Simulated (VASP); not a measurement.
# Tb: single point with PBE

Crystal: Tb.

```
Tb
1.0
    -2.01000    2.01000    2.01000
     2.01000   -2.01000    2.01000
     2.01000    2.01000   -2.01000
Tb
1
Cartesian
  0.0000 0.0000 0.0000
```

This isn't the form of Tb at room conditions, which is hcp.

```
Program                : VASP 6.6.1
Task                   : single point
Functional             : PBE
Potentials or basis    : VASP PAW PBE potentials, release 64 (Tb)
Cutoff                 : 540 eV
k mesh                 : 28 × 28 × 28
Occupations            : tetrahedron, width 0.1 eV
Spin                   : collinear spin, ferromagnetic start
Starting moments       : [6.0] μB
Tolerance level        : screening
Purpose                : density of states
K density              : 11 × 11 × 11
Further INCAR settings : ALGO = Normal; EDIFF = 1e-06; NBANDS = 30
```

```yaml
Net_moment: 5.81 μB per cell
Site_moments: Tb +5.66 μB
Valence_electrons_inside_the_program's_atomic_spheres: Tb 16.32
Density_of_states_at_the_Fermi_level: 11.50 states/eV/atom
```

Levels at points of the mesh, in eV from the Fermi level:
Spin up:
| k point | band 9 | band 10 | band 11 | band 12 | band 13 | band 14 | band 15 | band 16 |
| --- | --- | --- | --- | --- | --- | --- | --- | --- |
| (0.00, 0.00, 0.00) | -3.99 | -3.83 | -3.83 | -3.83 | 1.74 | 1.74 | 1.74 | 3.88 |
| (0.50, 0.00, 0.00) | -3.77 | -3.72 | -3.71 | -2.20 | 0.09 | 1.25 | 3.80 | 4.60 |
Spin down:
```csv
k point,band 5,band 6,band 7,band 8,band 9,band 10
"(0.00, 0.00, 0.00)",-4.69,-0.10,-0.10,-0.10,0.69,0.69
"(0.50, 0.00, 0.00)",-1.84,-0.04,0.04,0.12,0.54,0.60
```

Wall time 6.2 min on 2 MPI ranks on AMD EPYC 9R45 96-Core Processor (Zen 5), on a shared host, peak memory 1.1 GiB a rank.

Caveat: the magnetic or orbital state may not be the lowest; spin-orbit coupling is left out, which moves the levels of the heavy elements; semilocal functionals describe open f shells poorly, which spoils levels, moments and volumes. The state reached can hang on the start; a lower one may exist.
